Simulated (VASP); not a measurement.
# Ge (P2_1) in VASP: single point with PBE

Aim: the single point of Ge with PBE.

All numbers are computed with VASP 6.6.1; they aren't measurements. Logs are shortened: lines on timing, memory, paths and dates and some standing lists are left out, and cuts for length are marked.

## Step 1: The cell of the first run

It takes space group P2_1 (No. 4, monoclinic). The conventional cell has a = 4.058 Å, b = 6.693 Å, c = 4.058 Å, α = 90.00°, β = 120.00°, γ = 90.00°. Within 3.3 Å of Ge (site symmetry 1) lie 4 Ge at 2.49 to 2.59 Å. Ge (site symmetry 1) has 4 Ge at 2.49 to 2.59 Å within 3.3 Å.

## Step 2: Single point, PBE (atoms displaced along several vibrational modes)

File INCAR:

```
PREC = Accurate
ENCUT = 520
EDIFF = 1E-7
ISMEAR = 0
SIGMA = 0.15
LREAL = False
LASPH = True
NELM = 100
ALGO = Normal
ISIF = 2
LWAVE = False
LCHARG = False
GGA = PE
NBANDS = 66
KPAR = 4
```

File KPOINTS:

```
regular mesh
0
Gamma
  10 6 6
```

File POSCAR:

```
Ge
1.0
   -4.0584862901      0.0000000000      0.0000000000
    0.0000000000      0.0000000000     -6.6930647500
    0.0000000000     -7.0295044562      0.0000000000
Ge
8
Direct
    0.0776151445      0.9372088633      0.3445290016
    0.5776151445      0.9372088633      0.8445290016
    0.4223848555      0.4372088633      0.1554709984
   -0.0776151445      0.4372088633      0.6554709984
   -0.0776151445      0.5627911367      0.3221376650
    0.4223848555      0.5627911367      0.8221376650
    0.5776151445      0.0627911367      0.1778623350
    0.0776151445      0.0627911367      0.6778623350
```

Potentials or basis: VASP PAW PBE potentials, release 64 (Ge_d).

The run is started by

```console
$ cat potpaw_PBE.64/Ge_d/POTCAR > POTCAR
$ mpirun -np 4 vasp_std > vasp.out
```

OUTCAR:

```text
PREC = Accurate
   ENCUT = 520
   EDIFF = 1E-7
   ISMEAR = 0
   LREAL = False
   LASPH = True
   NELM = 100
   ISIF = 2
   GGA = PE

 ion  position               nearest neighbor table
   1  0.078  0.937  0.345-   7 2.49   7 2.49   8 2.49   5 2.59
   2  0.578  0.937  0.845-   8 2.49   8 2.49   7 2.49   6 2.59
   3  0.422  0.437  0.155-   5 2.49   5 2.49   6 2.49   7 2.59
   4  0.922  0.437  0.655-   6 2.49   6 2.49   5 2.49   8 2.59
   5  0.922  0.563  0.322-   3 2.49   3 2.49   4 2.49   1 2.59
   6  0.422  0.563  0.822-   4 2.49   4 2.49   3 2.49   2 2.59
   7  0.578  0.063  0.178-   1 2.49   1 2.49   2 2.49   3 2.59
   8  0.078  0.063  0.678-   2 2.49   2 2.49   1 2.49   4 2.59

  LATTYP: Found a simple orthorhombic cell.
 ALAT       =     4.0584862901
 B/A-ratio  =     1.6491529776
 C/A-ratio  =     1.7320508076

  Lattice vectors:

 A1 = (  -4.0584862901,   0.0000000000,   0.0000000000)
 A2 = (   0.0000000000,   0.0000000000,  -6.6930647500)
 A3 = (   0.0000000000,  -7.0295044562,   0.0000000000)

Analysis of symmetry for initial positions (statically):
=====================================================================
 Subroutine PRICEL returns following result:

  LATTYP: Found a hexagonal cell.
 ALAT       =     4.0584862901
 C/A-ratio  =     1.6491529776

  Lattice vectors:

 A1 = (  -2.0292431451,  -3.5147522281,   0.0000000000)
 A2 = (  -2.0292431451,   3.5147522281,   0.0000000000)
 A3 = (   0.0000000000,   0.0000000000,  -6.6930647500)

   2 primitive cells build up your supercell.

 Routine SETGRP: Setting up the symmetry group for a
 simple orthorhombic supercell.

 Subroutine GETGRP returns: Found  2 space group operations
 (whereof  1 operations were pure point group operations)
 out of a pool of  8 trial point group operations.

The static configuration has the point symmetry C_1 .
 The point group associated with its full space group is C_2 .

Analysis of symmetry for dynamics (positions and initial velocities):
=====================================================================
 Subroutine PRICEL returns following result:

  LATTYP: Found a hexagonal cell.
[... 116 lines left out ...]
   ICHARG =      2    charge: 1-file 2-atom 10-const
   ISPIN  =      1    spin polarized calculation?
   LNONCOLLINEAR =      F non collinear calculations
   LSORBIT =      F    spin-orbit coupling
   LASPH  =      T    aspherical Exc in radial PAW
   ENCUT  =  520.0 eV  38.22 Ry    6.18 a.u.   7.55 12.44 13.07*2*pi/ulx,y,z
   NELM   =    100;   NELMIN=  2; NELMDL= -5     # of ELM steps
   EDIFF  = 0.1E-06   stopping-criterion for ELM
   LREAL  =      F    real-space projection
   EDIFFG = 0.1E-05   stopping-criterion for IOM
   NSW    =      0    number of steps for IOM
   IBRION =     -1    ionic relax: 0-MD 1-quasi-New 2-CG
   NFREE  =      0    steps in history (QN), initial steepest desc. (CG)
   ISIF   =      2    stress and relaxation
   ISYM   =      2    0-nonsym 1-usesym 2-fastsym
   POTIM  = 0.5000    time-step for ionic-motion
   TEBEG  =    0.0;   TEEND  =   0.0 temperature during run
   PSTRESS=    0.0 pullay stress
   NELECT =     112.0000    total number of electrons
   NUPDOWN=      -1.0000    fix difference up-down
   EMIN   =  10.00;   EMAX   =-10.00  energy-range for DOS
   EFERMI =   0.00;   METHOD = LEGACY
   ISMEAR =     0;   SIGMA  =   0.15  broadening in eV -4-tet -1-fermi 0-gaus
   EFERMI_NEDOS =   21; number of points for ismear=-14 and -15
   IALGO  =     38    algorithm
   IMIX   =      4    mixing-type and parameters
     AMIX     =   0.40;   BMIX     =  1.00
     AMIX_MAG =   1.60;   BMIX_MAG =  1.00
  volume/ion in A,a.u.               =      23.87       161.07
  Fermi-wavevector in a.u.,A,eV,Ry     =   1.370386  2.589654 25.551165  1.877958
  Thomas-Fermi vector in A             =   2.496177
   LORBIT       =      0    0 simple, 1 ext, 2 COOP (PROOUT), +10 PAW based schemes
   GGA     = PE    functional components
   LHFCALC =     F    Hartree Fock is set to
   AEXX    =    0.0000 exact exchange contribution
   IVDW    =     0    specifies the selected vdW correction
   LEPSILON=     F    determine dielectric tensor
   LRPA    =     F    only Hartree local field effects (RPA)
 non-spin polarized calculation
 Gauss-broadening in eV      SIGMA  =   0.15
  energy-cutoff  :      520.00
  volume of cell :      190.95
 maximum number of plane-waves:      5186
   NGX = 15   NGY = 25   NGZ = 27

 number of electron     112.0000061 magnetization

 Free energy of the ion-electron system (eV)
  ---------------------------------------------------
  ext. energy  EPLUGINS =         0.00000000
  ---------------------------------------------------
  free energy    TOTEN  =       -35.63976591 eV

  energy without entropy =      -35.63559609  energy(sigma->0) =      -35.63768100

 E-fermi :   4.5885     XC(G=0):  -9.7145

 val. band max:        4.4855013968   @ k =   0.0000   0.0000   0.0000
 cond. band min:       4.6219501495   @ k =   0.0000   0.0000   0.1667
 fundamental gap:      0.1364487527
 Fermi energy:         4.5885062338

 k-point     1 :       0.0000    0.0000    0.0000
  band No.  band energies     occupation
      1     -20.3117      2.00000
      2     -20.3055      2.00000
      3     -20.2970      2.00000
      4     -20.2952      2.00000
      5     -20.2939      2.00000
      6     -20.2879      2.00000
[... 1645 lines left out ...]
     65       9.2634      0.00000
     66       9.2634      0.00000

 [... further k-points ...]
[... 5 lines left out ...]
  --------------------------------------------------------------------------------------
  -------------------------------------------------------------------------------------
  Total       -0.6108465      0.6098726     -2.4295861     -0.3377902      0.0000000      0.0000000
  in kB       -5.1254126      5.1172413    -20.3858610     -2.8342866      0.0000000      0.0000000
  external PRESSURE =      -6.7980108 kB  Pullay stress =       0.0000000 kB

 VOLUME and BASIS-vectors are now :
 -----------------------------------------------------------------------------
  energy-cutoff  :      520.00
  volume of cell :      190.95
      direct lattice vectors                 reciprocal lattice vectors
    -4.058486290  0.000000000  0.000000000    -0.246397284  0.000000000  0.000000000
     0.000000000  0.000000000 -6.693064750     0.000000000  0.000000000 -0.149408386
     0.000000000 -7.029504456  0.000000000     0.000000000 -0.142257538  0.000000000

 POSITION                                       TOTAL-FORCE (eV/Angst)
 -----------------------------------------------------------------------------------
     -0.31500     -2.42187     -6.27280         0.271525      0.030480      0.324263
     -2.34424     -5.93662     -6.27280         0.271525      0.030480      0.324263
     -1.71424     -1.09288     -2.92627        -0.271525     -0.030480      0.324263
     -3.74349     -4.60764     -2.92627        -0.271525     -0.030480      0.324263
     -3.74349     -2.26447     -3.76680        -0.318326     -0.118573     -0.324263
     -1.71424     -5.77922     -3.76680        -0.318326     -0.118573     -0.324263
     -2.34424     -1.25028     -0.42027         0.318326      0.118573     -0.324263
     -0.31500     -4.76504     -0.42027         0.318326      0.118573     -0.324263
 -----------------------------------------------------------------------------------
    total drift:                                0.000000     -0.000000     -0.000080

  FREE ENERGIE OF THE ION-ELECTRON SYSTEM (eV)
  ---------------------------------------------------
  free  energy   TOTEN  =       -35.6397659075 eV

  energy  without entropy=      -35.6355960920  energy(sigma->0) =      -35.63768100
```

OSZICAR:

```text
N       E                     dE             d eps       ncg     rms          rms(c)
DAV:   1     0.138810711131E+04    0.13881E+04   -0.51836E+04 19816   0.463E+03
DAV:   2     0.242201492626E+03   -0.11459E+04   -0.11138E+04 16896   0.113E+03
DAV:   3    -0.101188549251E+02   -0.25232E+03   -0.24252E+03 17548   0.270E+02
DAV:   4    -0.349540942933E+02   -0.24835E+02   -0.24114E+02 19536   0.897E+01
DAV:   5    -0.358873390422E+02   -0.93324E+00   -0.92553E+00 18790   0.192E+01    0.585E+00
DAV:   6    -0.357295608419E+02    0.15778E+00   -0.34703E-01 19492   0.351E+00    0.338E+00
DAV:   7    -0.356313758097E+02    0.98185E-01   -0.18408E-01 19406   0.263E+00    0.279E-01
DAV:   8    -0.356374670108E+02   -0.60912E-02   -0.31634E-02 19180   0.278E+00    0.176E-01
DAV:   9    -0.356392432642E+02   -0.17763E-02   -0.53115E-03 18806   0.207E+00    0.672E-02
DAV:  10    -0.356396785145E+02   -0.43525E-03   -0.14247E-03 18378   0.949E-01    0.226E-02
DAV:  11    -0.356397369844E+02   -0.58470E-04   -0.59120E-04 19860   0.363E-01    0.138E-02
DAV:  12    -0.356397604009E+02   -0.23416E-04   -0.15257E-04 17966   0.322E-01    0.516E-03
DAV:  13    -0.356397625508E+02   -0.21500E-05   -0.34257E-05 20172   0.190E-01    0.228E-03
DAV:  14    -0.356397659980E+02   -0.34472E-05   -0.26084E-05 21758   0.402E-02    0.188E-03
DAV:  15    -0.356397659075E+02    0.90546E-07   -0.96457E-07 16896   0.142E-02
   1 F= -.35639766E+02 E0= -.35637681E+02  d E =-.416982E-02
```

stdout:

```text
POSCAR found type information on POSCAR Ge
 POSCAR found :  1 types and       8 ions
 scaLAPACK will be used
 LDA part: xc-table for (Slater+PW92), standard interpolation
 POSCAR, INCAR and KPOINTS ok, starting setup
 FFT: planning ... GRIDC
 FFT: planning ... GRID_SOFT
 FFT: planning ... GRID
 WAVECAR not read
 entering main loop
```

It took 5.9 min on 4 MPI ranks of Intel Xeon Platinum 8259CL at 2.50GHz (Skylake/Cascade Lake), shared host; peak memory 1 GiB.

What came out:

* Free energy: -35.6398 eV
* Pressure: -0.7 GPa
* Largest force: 0.470 eV/Å
* Band gap on the k mesh: zero (filled and empty bands touch)

Forces on the atoms (eV/Å):
```
Ge   0.272  0.030  0.324
Ge   0.272  0.030  0.324
Ge  -0.272 -0.030  0.324
Ge  -0.272 -0.030  0.324
Ge  -0.318 -0.119 -0.324
Ge  -0.318 -0.119 -0.324
Ge   0.318  0.119 -0.324
Ge   0.318  0.119 -0.324
```

Stress tensor (GPa, compression positive):
```
-0.51 -0.28  0.00
-0.28  0.51  0.00
 0.00  0.00 -2.04
```

Caveat: the cell differs from its parent crystal (atoms displaced along several vibrational modes); semilocal functionals underestimate gaps, and a narrow one can read as zero.

The gap in the log of VASP goes by the Fermi energy; the results here count the filled bands.